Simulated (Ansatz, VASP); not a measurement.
# In3Cl in VASP and in Ansatz

Contents of INCAR:

```
ALGO = Normal ; EDIFF = 1E-7
ENCUT = 520 ; GGA = PE
ISIF = 2 ; ISMEAR = 0
IVDW = 12 ; LASPH = T
LCHARG = F ; LREAL = F
LWAVE = F ; NBANDS = 56
NELM = 100 ; PREC = Accurate
SIGMA = 0.1
```

File KPOINTS:

```
k-points
0
Gamma
  6 6 6
```

File POSCAR:

```
In3Cl
1.0
    6.5232824543      0.0000000000      0.0000000000
   -3.2616412271      5.6493283215      0.0000000000
    0.0000000000      0.0000000000      6.2488430537
In Cl
6 2
Direct
    0.2998024717      0.1499012359      0.7500000000
    0.8500987641      0.1499012359      0.7500000000
    0.8500987641      0.7001975283      0.7500000000
    0.7001975283      0.8500987641      0.2500000000
    0.1499012359      0.8500987641      0.2500000000
    0.1499012359      0.2998024717      0.2500000000
    0.6666666667      0.3333333333      0.2500000000
    0.3333333333      0.6666666667      0.7500000000
```

Input for Ansatz:

```yaml
crystal:
  lattice:
    - [6.5232824543, 0.0, 0.0]
    - [-3.2616412271, 5.6493283215, 0.0]
    - [0.0, 0.0, 6.2488430537]
  atoms:
    - { symbol: In, position: [0.2998024717, 0.1499012359, 0.75] }
    - { symbol: In, position: [0.8500987641, 0.1499012359, 0.75] }
    - { symbol: In, position: [0.8500987641, 0.7001975283, 0.75] }
    - { symbol: In, position: [0.7001975283, 0.8500987641, 0.25] }
    - { symbol: In, position: [0.1499012359, 0.8500987641, 0.25] }
    - { symbol: In, position: [0.1499012359, 0.2998024717, 0.25] }
    - { symbol: Cl, position: [0.6666666667, 0.3333333333, 0.25] }
    - { symbol: Cl, position: [0.3333333333, 0.6666666667, 0.75] }
basis:
  ecutwfc: 420
kpoints:
  mp_grid: { grid: [6, 6, 6] }
hamiltonian:
  xc: pbe
  dispersion: d3bj
scf:
  occupations: { method: gaussian, width: 0.1 }
output:
  forces: true
  stress: true
  eigenvalues: true
```

Alike in both runs: task single point; functional PBE; dispersion D3(BJ); k mesh 6 × 6 × 6; occupations gaussian, width 0.1 eV; no spin polarisation.

```csv
,VASP,Ansatz
version,VASP 6.6.1,Ansatz 0.2.0
potentials or method,"VASP PAW PBE potentials, release 64 (In_d, Cl), cutoff 520 eV","scalar-relativistic, plane waves, PAW"
valence electrons in the cell,92,92
```

|  | VASP | Ansatz | Ansatz less VASP |
| --- | --- | --- | --- |
| gap on the k mesh at the Fermi level (eV) | none | none | - |
| pressure (GPa) | 0.4 | 0.5 | +0.04 |
| traceless stress, the component that is largest in VASP (GPa) | -1.52 | -1.53 | -0.006 |
| rms of the force components (eV/Å) | 0.712 | 0.712 | +0.0001 |

Atom by atom the forces differ by 0.000 eV/Å (rms over components). A gap of «none» marks a metal or a gap that the smearing closes.
